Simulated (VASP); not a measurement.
# BP (I-4m2) in VASP: a series of runs, part 2 of 2

VASP 6.6.1. Earlier steps stand in the parts before.

### Step 3. Single point, r2SCAN (strain +0.0300 x Voigt [0, 1, 0, 0, 0, 0])

File POSCAR:

```
BP
1.0
    0.0000000000      2.3363148186      2.2682668142
    2.2682668142      0.0000000000      2.2682668142
    2.2682668142      2.3363148186      0.0000000000
B P
1 1
Direct
    0.0000000000      0.0000000000      0.0000000000
    0.7500000000      0.7500000000      0.7500000000
```

File INCAR.step1:

```
SYSTEM = BP
PREC     = Accurate       ! precision mode
ENCUT    = 520            ! plane-wave cutoff, eV
ISMEAR   = 0              ! smearing method
SIGMA    = 0.05           ! smearing width, eV
LREAL    = .FALSE.        ! projectors in reciprocal space
LASPH    = .TRUE.         ! aspherical terms in the spheres
NELM     = 60             ! most SCF steps
NBANDS   = 11             ! bands
GGA      = PE             ! functional
ALGO     = Normal         ! electronic algorithm
EDIFF    = 1E-4           ! SCF threshold, eV
LWAVE    = .TRUE.         ! write WAVECAR
LCHARG   = .FALSE.        ! write CHGCAR
```

File INCAR.step2:

```
SYSTEM = BP
PREC     = Accurate       ! precision mode
ENCUT    = 520            ! plane-wave cutoff, eV
EDIFF    = 1E-6           ! SCF threshold, eV
ISMEAR   = 0              ! smearing method
SIGMA    = 0.05           ! smearing width, eV
LREAL    = .FALSE.        ! projectors in reciprocal space
LASPH    = .TRUE.         ! aspherical terms in the spheres
NELM     = 60             ! most SCF steps
ALGO     = Normal         ! electronic algorithm
ISIF     = 2              ! what is computed and relaxed
LWAVE    = .FALSE.        ! write WAVECAR
LCHARG   = .FALSE.        ! write CHGCAR
METAGGA  = R2SCAN         ! meta-GGA
LMIXTAU  = .TRUE.       
NBANDS   = 11             ! bands
ISTART   = 1
```

File KPOINTS:

```
regular mesh
0
G
  10 10 10
  0 0 0
```

Potentials or basis: VASP PAW PBE potentials, release 64 (B, P).

Command:

```bash
> cat potpaw_PBE.64/B/POTCAR potpaw_PBE.64/P/POTCAR > POTCAR
> cp INCAR.step1 INCAR
> mpirun -np 1 vasp_std > vasp.out
> cp INCAR.step2 INCAR
> mpirun -np 1 vasp_std > vasp.out
```

OUTCAR:

```text
SYSTEM = BP
   PREC = Accurate
   ENCUT = 520
   EDIFF = 1E-6
   ISMEAR = 0
   LREAL = .FALSE.
   LASPH = .TRUE.
   NELM = 60
   ISIF = 2
   METAGGA = R2SCAN
   ISTART = 1

 ion  position               nearest neighbor table
   1  0.000  0.000  0.000-   2 1.98   2 1.98   2 1.98   2 1.98
   2  0.750  0.750  0.750-   1 1.98   1 1.98   1 1.98   1 1.98

  LATTYP: Found a body centered tetragonal cell.
 ALAT       =     3.2078136917
 C/A-ratio  =     1.4566399692

  Lattice vectors:

 A1 = (   0.0000000000,  -2.3363148186,   2.2682668142)
 A2 = (   0.0000000000,  -2.3363148186,  -2.2682668142)
 A3 = (   2.2682668142,   2.3363148186,   0.0000000000)

Analysis of symmetry for initial positions (statically):
=====================================================================
 Subroutine PRICEL returns:
 Original cell was already a primitive cell.

 Routine SETGRP: Setting up the symmetry group for a
 body centered tetragonal supercell.

 Subroutine GETGRP returns: Found  8 space group operations
 (whereof  8 operations were pure point group operations)
 out of a pool of 16 trial point group operations.

The static configuration has the point symmetry D_2d.

Analysis of symmetry for dynamics (positions and initial velocities):
=====================================================================
 Subroutine PRICEL returns:
 Original cell was already a primitive cell.

 Routine SETGRP: Setting up the symmetry group for a
 body centered tetragonal supercell.

 Subroutine GETGRP returns: Found  8 space group operations
 (whereof  8 operations were pure point group operations)
 out of a pool of 16 trial point group operations.

The dynamic configuration has the point symmetry D_2d.

 Subroutine INISYM returns: Found  8 space group operations
 (whereof  8 operations are pure point group operations),
 and found     1 'primitive' translations

----------------------------------------------------------------------------------------

                                     Primitive cell

  volume of cell :      24.0408
[... 112 lines left out ...]
  Thomas-Fermi vector in A             =   2.271162
   LORBIT       =      0    0 simple, 1 ext, 2 COOP (PROOUT), +10 PAW based schemes
   METAGGA = R2SCAN    functional components
   LHFCALC =     F    Hartree Fock is set to
   AEXX    =    0.0000 exact exchange contribution
   IVDW    =     0    specifies the selected vdW correction
   LEPSILON=     F    determine dielectric tensor
   LRPA    =     F    only Hartree local field effects (RPA)
 non-spin polarized calculation
 Gauss-broadening in eV      SIGMA  =   0.05
  energy-cutoff  :      520.00
  volume of cell :       24.04
 maximum number of plane-waves:       660
   NGX = 13   NGY = 11   NGZ = 13

 number of electron       7.9999999 magnetization

 Free energy of the ion-electron system (eV)
  ---------------------------------------------------
  ext. energy  EPLUGINS =         0.00000000
  ---------------------------------------------------
  free energy    TOTEN  =       -17.28643765 eV

  energy without entropy =      -17.28643765  energy(sigma->0) =      -17.28643765

 E-fermi :   7.4215     XC(G=0): -11.3726

 val. band max:        7.1581685622   @ k =   0.0000   0.0000   0.0000
 cond. band min:       8.4094152367   @ k =   0.4000   0.4000   0.0000
 fundamental gap:      1.2512466745
 Fermi energy:         7.4214992198

 k-point     1 :       0.0000    0.0000    0.0000
  band No.  band energies     occupation
      1      -8.9446      2.00000
      2       6.8436      2.00000
      3       7.1582      2.00000
      4       7.1582      2.00000
      5      10.5968      0.00000
      6      10.5968      0.00000
      7      10.7775      0.00000
      8      14.5912      0.00000
      9      19.1748      0.00000
     10      19.2758      0.00000
     11      20.0230      0.00000
[... 309 lines left out ...]
 k-point    24 :       0.4000    0.3000    0.0000
  band No.  band energies     occupation
      1      -5.8732      2.00000
      2       0.6726      2.00000
      3       2.8656      2.00000
      4       3.3455      2.00000
      5       8.9893      0.00000
      6      10.9185      0.00000
      7      16.5989      0.00000
      8      17.3982      0.00000
      9      21.7167      0.00000
     10      22.9507      0.00000
     11      24.8362      0.00000

 [... further k-points ...]
[... 5 lines left out ...]
  --------------------------------------------------------------------------------------
  -------------------------------------------------------------------------------------
  Total       -0.3510735     -1.6478047     -0.3510735      0.0000000      0.0000000      0.0000000
  in kB      -23.3969359   -109.8162680    -23.3969359      0.0000000      0.0000000      0.0000000
  external PRESSURE =     -52.2033800 kB  Pullay stress =       0.0000000 kB

 VOLUME and BASIS-vectors are now :
 -----------------------------------------------------------------------------
  energy-cutoff  :      520.00
  volume of cell :       24.04
      direct lattice vectors                 reciprocal lattice vectors
     0.000000000  2.336314819  2.268266814    -0.220432621  0.214012254  0.220432621
     2.268266814  0.000000000  2.268266814     0.220432621 -0.214012254  0.220432621
     2.268266814  2.336314819  0.000000000     0.220432621  0.214012254 -0.220432621

 POSITION                                       TOTAL-FORCE (eV/Angst)
 -----------------------------------------------------------------------------------
      0.00000      0.00000      0.00000         0.000000      0.000000      0.000000
      3.40240      3.50447      3.40240        -0.000000     -0.000000     -0.000000
 -----------------------------------------------------------------------------------
    total drift:                               -0.000000     -0.000000     -0.000000

  FREE ENERGIE OF THE ION-ELECTRON SYSTEM (eV)
  ---------------------------------------------------
  free  energy   TOTEN  =       -17.2864376544 eV

  energy  without entropy=      -17.2864376544  energy(sigma->0) =      -17.28643765
```

OUTCAR.step1:

```text
SYSTEM = BP
   PREC = Accurate
   ENCUT = 520
   ISMEAR = 0
   LREAL = .FALSE.
   LASPH = .TRUE.
[... 558 lines left out ...]
      0.00000      0.00000      0.00000        -0.000000     -0.000000     -0.000000
      3.40240      3.50447      3.40240         0.000000      0.000000      0.000000
 -----------------------------------------------------------------------------------
    total drift:                               -0.000000     -0.000000     -0.000000

  FREE ENERGIE OF THE ION-ELECTRON SYSTEM (eV)
  ---------------------------------------------------
  free  energy   TOTEN  =       -12.9131747610 eV

  energy  without entropy=      -12.9131747610  energy(sigma->0) =      -12.91317476
```

It took 29 s on 1 thread of Intel Xeon 6975P-C (Granite Rapids), shared host; peak memory 0.14 GiB.

What came out:

| Item | Value |
| --- | --- |
| Free energy | -17.2864 eV |
| Pressure | -5.2 GPa |
| Band gap on the k mesh | 1.25 eV, indirect (least direct gap 3.44 eV) |

Levels at points of the mesh, in eV from the valence-band top:
| k point | band 2 | band 3 | band 4 | band 5 | band 6 | band 7 |
| --- | --- | --- | --- | --- | --- | --- |
| (0.00, 0.00, 0.00) | -0.31 | 0.00 | 0.00 | 3.44 | 3.44 | 3.62 |
| (0.50, 0.00, 0.00) | -9.39 | -2.13 | -1.73 | 3.73 | 4.89 | 5.05 |
| (0.50, 0.50, 0.00) | -8.99 | -4.47 | -4.41 | 1.38 | 1.69 | 12.32 |
| (0.50, 0.00, 0.50) | -9.25 | -4.13 | -4.13 | 1.72 | 2.12 | 12.68 |

Caveat: the cell differs from its parent crystal (strain +0.0300 x Voigt [0, 1, 0, 0, 0, 0]); the PAW data sets were made with another functional, which shifts forces and pressure a little. A k mesh can miss the band edges.

### Step 4. Single point, r2SCAN (strain +0.0400 x Voigt [0, 1, 0, 0, 0, 0])

File POSCAR:

```
BP
1.0
    0.0000000000      2.3589974868      2.2682668142
    2.2682668142      0.0000000000      2.2682668142
    2.2682668142      2.3589974868      0.0000000000
B P
1 1
Direct
    0.0000000000      0.0000000000      0.0000000000
    0.7500000000      0.7500000000      0.7500000000
```

File INCAR.step1:

```
PREC = Accurate
ENCUT = 520
ISMEAR = 0
SIGMA = 0.05
LREAL = False
LASPH = True
NELM = 100
NBANDS = 11
GGA = PE
ALGO = Normal
EDIFF = 1E-4
LWAVE = True
LCHARG = False
```

File INCAR.step2:

```
PREC = Accurate
ENCUT = 520
EDIFF = 1E-6
ISMEAR = 0
SIGMA = 0.05
LREAL = False
LASPH = True
NELM = 100
ALGO = Normal
ISIF = 2
LWAVE = False
LCHARG = True
METAGGA = R2SCAN
LMIXTAU = True
LELF = True
LVHAR = True
NBANDS = 11
ISTART = 1
```

File KPOINTS:

```
regular mesh
0
Gamma
  10 10 10
```

Command:

```bash
> cat potpaw_PBE.64/B/POTCAR potpaw_PBE.64/P/POTCAR > POTCAR
> cp INCAR.step1 INCAR
> mpirun -np 1 vasp_std > vasp.out
> cp INCAR.step2 INCAR
> mpirun -np 1 vasp_std > vasp.out
```

Run time: 31 s. Hardware: 1 thread of Intel Xeon 6975P-C (Granite Rapids), shared host; peak memory 0.15 GiB.

The run converged. Its results:

```yaml
Free_energy: -17.2682 eV
Pressure: -6.6 GPa
Band_gap_on_the_k_mesh: 1.19 eV, indirect (least direct gap 3.37 eV)
```

Stress tensor (GPa, compression positive):
```
 -2.81   0.00   0.00
  0.00 -14.31   0.00
  0.00   0.00  -2.81
```

Levels at points of the mesh, in eV from the valence-band top:
| k point | band 1 | band 2 | band 3 | band 4 | band 5 | band 6 | band 7 | band 8 |
| --- | --- | --- | --- | --- | --- | --- | --- | --- |
| (0.00, 0.00, 0.00) | -16.05 | -0.42 | 0.00 | 0.00 | 3.37 | 3.37 | 3.61 | 7.23 |
| (0.50, 0.00, 0.00) | -12.70 | -9.36 | -2.22 | -1.69 | 3.56 | 4.88 | 5.06 | 10.65 |
| (0.50, 0.50, 0.00) | -10.97 | -8.95 | -4.51 | -4.43 | 1.33 | 1.62 | 12.08 | 12.89 |
| (0.50, 0.00, 0.50) | -11.35 | -9.29 | -4.06 | -4.06 | 1.78 | 2.18 | 12.54 | 12.54 |

Caveat: the cell differs from its parent crystal (strain +0.0400 x Voigt [0, 1, 0, 0, 0, 0]); the PAW data sets were made with another functional, which shifts forces and pressure a little. A k mesh can miss the band edges.

### Step 5. Single point, r2SCAN (strain +0.0350 x Voigt [0, 1, 0, 0, 0, 0])

File POSCAR:

```
BP
1.0
    0.0000000000      2.3476561527      2.2682668142
    2.2682668142      0.0000000000      2.2682668142
    2.2682668142      2.3476561527      0.0000000000
B P
1 1
Direct
    0.0000000000      0.0000000000      0.0000000000
    0.7500000000      0.7500000000      0.7500000000
```

File INCAR.step1:

```
SYSTEM = BP
ALGO = Normal ; EDIFF = 1E-4
ENCUT = 520 ; GGA = PE
ISMEAR = 0 ; LASPH = .TRUE.
LCHARG = .FALSE. ; LREAL = .FALSE.
LWAVE = .TRUE. ; NBANDS = 11
NELM = 100 ; PREC = Accurate
SIGMA = 0.05
```

File INCAR.step2:

```
SYSTEM = BP
ALGO = Normal ; EDIFF = 1E-7
ENCUT = 520 ; ISIF = 2
ISMEAR = 0 ; ISTART = 1
LASPH = .TRUE. ; LCHARG = .FALSE.
LMIXTAU = .TRUE. ; LREAL = .FALSE.
LWAVE = .FALSE. ; METAGGA = R2SCAN
NBANDS = 11 ; NELM = 100
PREC = Accurate ; SIGMA = 0.05
```

File KPOINTS:

```
k-points
0
G
  10 10 10
  0 0 0
```

Command:

```bash
> cat potpaw_PBE.64/B/POTCAR potpaw_PBE.64/P/POTCAR > POTCAR
> cp INCAR.step1 INCAR
> mpirun -np 1 vasp_std > vasp.out
> cp INCAR.step2 INCAR
> mpirun -np 1 vasp_std > vasp.out
```

It took 34 s on 1 thread of Intel Xeon 6975P-C (Granite Rapids), shared host; peak memory 0.15 GiB.

The run converged. Its results:

| Quantity | Value |
| --- | --- |
| Free energy | -17.2779 eV |
| Pressure | -5.9 GPa |
| Band gap on the k mesh | 1.22 eV, indirect (least direct gap 3.41 eV) |

Stress tensor (GPa, compression positive):
```
 -2.58   0.00   0.00
  0.00 -12.65   0.00
  0.00   0.00  -2.58
```

Levels at points of the mesh, in eV from the valence-band top:
```csv
k point,band 2,band 3,band 4,band 5,band 6,band 7
"(0.00, 0.00, 0.00)",-0.37,0.00,0.00,3.41,3.41,3.62
"(0.50, 0.00, 0.00)",-9.38,-2.18,-1.71,3.65,4.88,5.05
"(0.50, 0.50, 0.00)",-8.97,-4.49,-4.42,1.36,1.66,12.20
"(0.50, 0.00, 0.50)",-9.27,-4.09,-4.09,1.75,2.15,12.61
```

Caveat: the cell differs from its parent crystal (strain +0.0350 x Voigt [0, 1, 0, 0, 0, 0]); the PAW data sets were made with another functional, which shifts forces and pressure a little.

### Step 6. Overview

| cell | gap on the mesh (eV) | pressure (GPa) |
| --- | --- | --- |
| a = 3.240, b = 3.208 Å, angles 60.3, 59.3, 60.3°, 2 atoms | 1.31 | -3.7 |
| a = 3.256, b = 3.208 Å, angles 60.5, 59.0, 60.5°, 2 atoms | 1.25 | -5.2 |
| a = 3.273, b = 3.208 Å, angles 60.7, 58.7, 60.7°, 2 atoms | 1.19 | -6.6 |
| a = 3.264, b = 3.208 Å, angles 60.6, 58.9, 60.6°, 2 atoms | 1.22 | -5.9 |

Alike in all rows: task single point; level r2SCAN; potentials or basis VASP PAW PBE potentials, release 64 (B, P); no spin polarisation; k mesh 10 × 10 × 10; cutoff (eV) 520; smearing gaussian 0.05 eV.

Caveats: the PAW data sets were made with another functional, which shifts forces and pressure a little.

Total energies depend on the potentials used, so only differences within one code and one set of settings carry meaning.
